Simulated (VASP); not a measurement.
# Ta (Im-3m) in VASP: a series of runs, part 2 of 2

VASP 6.6.1. The steps go on from the part before.

## 4. Single point, r2SCAN (volume scaled by 1.12)

The input, POSCAR:

```
Ta
1.0
   -1.7170116306      1.7170116306      1.7170116306
    1.7170116306     -1.7170116306      1.7170116306
    1.7170116306      1.7170116306     -1.7170116306
Ta
1
Direct
    0.0000000000      0.0000000000      0.0000000000
```

The input, INCAR.step1:

```
SYSTEM = Ta
PREC = Accurate
ENCUT = 520
ISMEAR = -1
SIGMA = 0.1
LREAL = .FALSE.
LASPH = .TRUE.
NELM = 80
NBANDS = 12
GGA = PE
ALGO = Normal
EDIFF = 1E-4
LWAVE = .TRUE.
LCHARG = .FALSE.
```

The input, INCAR.step2:

```
SYSTEM = Ta
PREC = Accurate
ENCUT = 520
EDIFF = 1E-6
ISMEAR = -1
SIGMA = 0.1
LREAL = .FALSE.
LASPH = .TRUE.
NELM = 80
ALGO = Normal
ISIF = 2
LWAVE = .FALSE.
LCHARG = .FALSE.
METAGGA = R2SCAN
LMIXTAU = .TRUE.
NBANDS = 12
ISTART = 1
```

The input, KPOINTS:

```
regular mesh
0
G
  22 22 22
  0 0 0
```

Potentials or basis: VASP PAW PBE potentials, release 64 (Ta_pv).

On the command line:

```sh
> cat potpaw_PBE.64/Ta_pv/POTCAR > POTCAR
> cp INCAR.step1 INCAR
> mpirun -np 1 vasp_std > vasp.out
> cp INCAR.step2 INCAR
> mpirun -np 1 vasp_std > vasp.out
```

OUTCAR:

```text
SYSTEM = Ta
   PREC = Accurate
   ENCUT = 520
   EDIFF = 1E-6
   ISMEAR = -1
   LREAL = .FALSE.
   LASPH = .TRUE.
   NELM = 80
   ISIF = 2
   METAGGA = R2SCAN
   ISTART = 1

 ion  position               nearest neighbor table
   1  0.000  0.000  0.000-

  LATTYP: Found a body centered cubic cell.
 ALAT       =     3.4340232612

  Lattice vectors:

 A1 = (  -1.7170116306,   1.7170116306,   1.7170116306)
 A2 = (   1.7170116306,  -1.7170116306,   1.7170116306)
 A3 = (   1.7170116306,   1.7170116306,  -1.7170116306)

Analysis of symmetry for initial positions (statically):
=====================================================================
 Subroutine PRICEL returns:
 Original cell was already a primitive cell.

 Routine SETGRP: Setting up the symmetry group for a
 body centered cubic supercell.

 Subroutine GETGRP returns: Found 48 space group operations
 (whereof 48 operations were pure point group operations)
 out of a pool of 48 trial point group operations.

The static configuration has the point symmetry O_h .

Analysis of symmetry for dynamics (positions and initial velocities):
=====================================================================
[... 161 lines left out ...]
 Fermi energy:         4.4398197203

 k-point     1 :       0.0000    0.0000    0.0000
  band No.  band energies     occupation
      1     -30.2877      2.00000
      2     -30.2877      2.00000
      3     -30.2877      2.00000
      4      -3.4442      2.00000
      5       5.2381      0.00068
      6       5.2381      0.00068
      7       5.2381      0.00068
      8       8.3293      0.00000
      9       8.3293      0.00000
     10      15.9773      0.00000
     11      19.6394      0.00000
     12      19.6394      0.00000
[... 331 lines left out ...]
 k-point    24 :       0.1364    0.0909    0.0000
  band No.  band energies     occupation
      1     -30.5807      2.00000
      2     -30.3652      2.00000
      3     -30.3099      2.00000
      4      -1.9692      2.00000
      5       4.4917      0.74648
      6       4.6053      0.32102
      7       6.7866      0.00000
      8       7.4905      0.00000
      9       8.5440      0.00000
     10      15.9764      0.00000
     11      20.5012      0.00000
     12      21.0455      0.00000

 [... further k-points ...]
[... 5 lines left out ...]
  --------------------------------------------------------------------------------------
  -------------------------------------------------------------------------------------
  Total       -2.3124175     -2.3124175     -2.3124175      0.0000000      0.0000000     -0.0000000
  in kB     -182.9772613   -182.9772613   -182.9772613      0.0000000      0.0000000     -0.0000000
  external PRESSURE =    -182.9772613 kB  Pullay stress =       0.0000000 kB

 VOLUME and BASIS-vectors are now :
 -----------------------------------------------------------------------------
  energy-cutoff  :      520.00
  volume of cell :       20.25
      direct lattice vectors                 reciprocal lattice vectors
    -1.717011631  1.717011631  1.717011631     0.000000000  0.291203619  0.291203619
     1.717011631 -1.717011631  1.717011631     0.291203619  0.000000000  0.291203619
     1.717011631  1.717011631 -1.717011631     0.291203619  0.291203619  0.000000000

 POSITION                                       TOTAL-FORCE (eV/Angst)
 -----------------------------------------------------------------------------------
      0.00000      0.00000      0.00000        -0.000000      0.000000     -0.000000
 -----------------------------------------------------------------------------------
    total drift:                                0.000000      0.000000      0.000000

  FREE ENERGIE OF THE ION-ELECTRON SYSTEM (eV)
  ---------------------------------------------------
  free  energy   TOTEN  =       -48.4686429225 eV

  energy  without entropy=      -48.4227958687  energy(sigma->0) =      -48.44571940
```

OSZICAR.step1:

```text
N       E                     dE             d eps       ncg     rms          rms(c)
DAV:   1     0.606679027830E+02    0.60668E+02   -0.60583E+03  7876   0.859E+02
DAV:   2    -0.112158492779E+02   -0.71884E+02   -0.70110E+02  8852   0.240E+02
DAV:   3    -0.122875854493E+02   -0.10717E+01   -0.10594E+01  9492   0.275E+01
DAV:   4    -0.122909521035E+02   -0.33667E-02   -0.33661E-02  8836   0.173E+00
DAV:   5    -0.122909670053E+02   -0.14902E-04   -0.14902E-04  9384   0.108E-01    0.110E+01
DAV:   6    -0.118484125752E+02    0.44255E+00   -0.36946E-01  9248   0.647E+00    0.498E+00
DAV:   7    -0.117299108057E+02    0.11850E+00   -0.29615E-01  9232   0.528E+00    0.390E-01
DAV:   8    -0.117294597056E+02    0.45110E-03   -0.10766E-02  9000   0.778E-01    0.152E-01
DAV:   9    -0.117294281804E+02    0.31525E-04   -0.21477E-04  9092   0.147E-01
   1 F= -.11729428E+02 E0= -.11705046E+02  d E =-.487638E-01
```

Wall time 68 s (1 thread of Intel Xeon 6975P-C (Granite Rapids), shared host); peak memory 0.2 GiB.

Results:

```yaml
Free_energy: -48.4686 eV
Pressure: -18.3 GPa
```

Caveat: the cell differs from its parent crystal (volume scaled by 1.12); the PAW data sets were made with another functional, which shifts forces and pressure a little; spin-orbit coupling is left out, which moves the levels of the heavy elements.

## 5. Relaxation of cell and atoms, r2SCAN

This run uses another cell than the first one, of 18.06 Å³/atom, 0.961 times its volume.

The input, POSCAR:

```
Ta
1.0
   -1.6529000000      1.6529000000      1.6529000000
    1.6529000000     -1.6529000000      1.6529000000
    1.6529000000      1.6529000000     -1.6529000000
Ta
1
Direct
    0.0000000000      0.0000000000      0.0000000000
```

The input, INCAR.step1:

```
SYSTEM = Ta
PREC = Accurate
ENCUT = 600
ISMEAR = -1
SIGMA = 0.1
LREAL = .FALSE.
LASPH = .TRUE.
NELM = 100
GGA = PE
ALGO = Normal
EDIFF = 1E-4
LWAVE = .TRUE.
LCHARG = .FALSE.
```

The input, INCAR.step2:

```
SYSTEM = Ta
PREC = Accurate
ENCUT = 600
EDIFF = 1E-6
ISMEAR = -1
SIGMA = 0.1
LREAL = .FALSE.
LASPH = .TRUE.
NELM = 100
ALGO = Normal
ISIF = 3
LWAVE = .FALSE.
LCHARG = .FALSE.
METAGGA = R2SCAN
LMIXTAU = .TRUE.
IBRION = 2
NSW = 80
EDIFFG = -0.01
ISTART = 1
```

The input, KPOINTS:

```
regular mesh
0
G
  13 13 13
  0 0 0
```

On the command line:

```sh
> cat potpaw_PBE.64/Ta_pv/POTCAR > POTCAR
> cp INCAR.step1 INCAR
> mpirun -np 1 vasp_std > vasp.out
> cp INCAR.step2 INCAR
> mpirun -np 1 vasp_std > vasp.out
```

Wall time 42 s (1 thread of Intel Xeon 6975P-C (Granite Rapids), shared host); peak memory 0.16 GiB.

The run converged. Its results:

```yaml
Free_energy: -48.6025 eV
Relaxed_volume: 18.13 Å³/atom
Relaxed_cell: a = 2.866 Å, b = 2.866 Å, c = 2.866 Å, α = 109.47°, β = 109.47°, γ = 109.47°
Space_group_after_relaxing_to_0.05_Å: Im-3m (No. 229)
Energy_gained_by_relaxing: 0.2 meV/atom
Ionic_steps: 3
Pressure_after_relaxing: 0.0 GPa
```

Step by step:
```
step  energy change (eV)  largest force (eV/Å)  pressure (GPa)  volume (Å³)
   1              0.0000                0.0000            0.78        18.06
   2              0.0008                0.0000           -1.82        18.30
   3             -0.0002                0.0000            0.01        18.13
```

Final structure:
```cif
data_structure
_symmetry_space_group_name_H-M 'P 1'
_symmetry_Int_Tables_number 1
_cell_length_a 2.8665
_cell_length_b 2.8665
_cell_length_c 2.8665
_cell_angle_alpha 109.471
_cell_angle_beta 109.471
_cell_angle_gamma 109.471
_cell_volume 18.13
loop_
_atom_site_label
_atom_site_type_symbol
_atom_site_fract_x
_atom_site_fract_y
_atom_site_fract_z
_atom_site_occupancy
Ta1 Ta 0.00000 0.00000 0.00000 1
```

Levels at points of the mesh, in eV from the Fermi level:
```
           k point  band 3  band 4  band 5  band 6  band 7  band 8
(0.00, 0.00, 0.00)  -34.25   -8.30    0.84    0.84    0.84    4.31
```

Caveat: the PAW data sets were made with another functional, which shifts forces and pressure a little; spin-orbit coupling is left out, which moves the levels of the heavy elements.

## 6. Summary

```tsv
task	cell	k mesh	cutoff (eV)	gap on the mesh (eV)	pressure (GPa)
single point	a = 2.901 Å, angles 109.5°, 1 atom	22 × 22 × 22	520	none	-6.9
single point	a = 2.938 Å, angles 109.5°, 1 atom	22 × 22 × 22	520	none	-13.2
single point	a = 2.974 Å, angles 109.5°, 1 atom	22 × 22 × 22	520	none	-18.3
relaxation of cell and atoms	relaxed from a = 2.863 Å, angles 109.5°, 1 atom	13 × 13 × 13	600	none	0.0
```

Alike in all rows: level r2SCAN; potentials or basis VASP PAW PBE potentials, release 64 (Ta_pv); no spin polarisation; smearing fermi-dirac 0.1 eV.

Caveats: the PAW data sets were made with another functional, which shifts forces and pressure a little; spin-orbit coupling is left out, which moves the levels of the heavy elements.

Absolute energies hang on the potentials; compare differences alone.
